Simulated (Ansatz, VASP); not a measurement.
**Two plane-wave programs on TePb**

POSCAR

```
TePb
1.0
    0.0000000000      2.9276355508      2.9276355508
    2.9276355508      0.0000000000      2.9276355508
    2.9276355508      2.9276355508      0.0000000000
Pb Te
1 1
Direct
    0.0000000000      0.0000000000      0.0000000000
    0.5000000000      0.5000000000      0.5000000000
```

File INCAR.step1:

```
  PREC = Accurate
  ENCUT = 520
  ISMEAR = -1
  SIGMA = 0.08
  LREAL = F
  LASPH = T
  NELM = 60
  NBANDS = 17
  GGA = PE
  ALGO = Normal
  EDIFF = 1E-4
  LWAVE = T
  LCHARG = F
```

File INCAR.step2:

```
  PREC = Accurate
  ENCUT = 520
  EDIFF = 1E-6
  ISMEAR = -1
  SIGMA = 0.08
  LREAL = F
  LASPH = T
  NELM = 60
  ALGO = Normal
  ISIF = 2
  LWAVE = F
  LCHARG = F
  METAGGA = R2SCAN
  LMIXTAU = T
  NBANDS = 17
  ISTART = 1
```

Contents of KPOINTS:

```
Automatic mesh
0
Gamma
  12 12 12
```

Input for Ansatz:

```yaml
crystal:
  lattice:
    - [0.0, 2.9276355508, 2.9276355508]
    - [2.9276355508, 0.0, 2.9276355508]
    - [2.9276355508, 2.9276355508, 0.0]
  atoms:
    - { symbol: Pb, position: [0.0, 0.0, 0.0] }
    - { symbol: Te, position: [0.5, 0.5, 0.5] }
kpoints:
  mp_grid: { grid: [12, 12, 12] }
  band_path:
    path:
      - [0.0, 0.0, 0.0]
      - [0.5, 0.0, 0.5]
      - [0.625, 0.25, 0.625]
      - [0.375, 0.375, 0.75]
      - [0.0, 0.0, 0.0]
      - [0.5, 0.5, 0.5]
      - [0.5, 0.25, 0.75]
      - [0.5, 0.0, 0.5]
    npoints: 8
scf:
  occupations: { method: fermi_dirac, width: 0.08 }
hamiltonian:
  xc: r2scan
  pseudopotentials: { kind: paw }
output:
  forces: true
  stress: true
  eigenvalues: true
  populations: true
  dos: { projected: true, de: 0.2, e_range: [-14, 8] }
```

Change from the starting cell: volume scaled by 0.72, PAW files.

Alike in both runs: task single point; functional r2SCAN; k mesh 12 × 12 × 12; occupations fermi-dirac, width 0.08 eV; no spin polarisation.

|  | VASP | Ansatz |
| --- | --- | --- |
| version | VASP 6.6.1 | Ansatz 0.2.0 |
| potentials or method | VASP PAW PBE potentials, release 64 (Pb_d, Te) | PAW with Ansatz's default frozen-core files, scalar-relativistic |
| plane-wave cutoff (eV) | 520 | 500 |
| valence electrons in the cell | 20 | 30 |

|  | VASP | Ansatz | Ansatz less VASP |
| --- | --- | --- | --- |
| pressure (GPa) | 28.8 | 28.8 | -0.08 |

VASP's potentials were made for PBE, not for r2SCAN. Both programs put the cell under a high pressure, so it lies far from rest at this level. VASP's potentials hold 20 valence electrons a cell and Ansatz's 30, so a difference there can come from the potentials and not from the codes.

Neither program's run includes spin-orbit coupling.
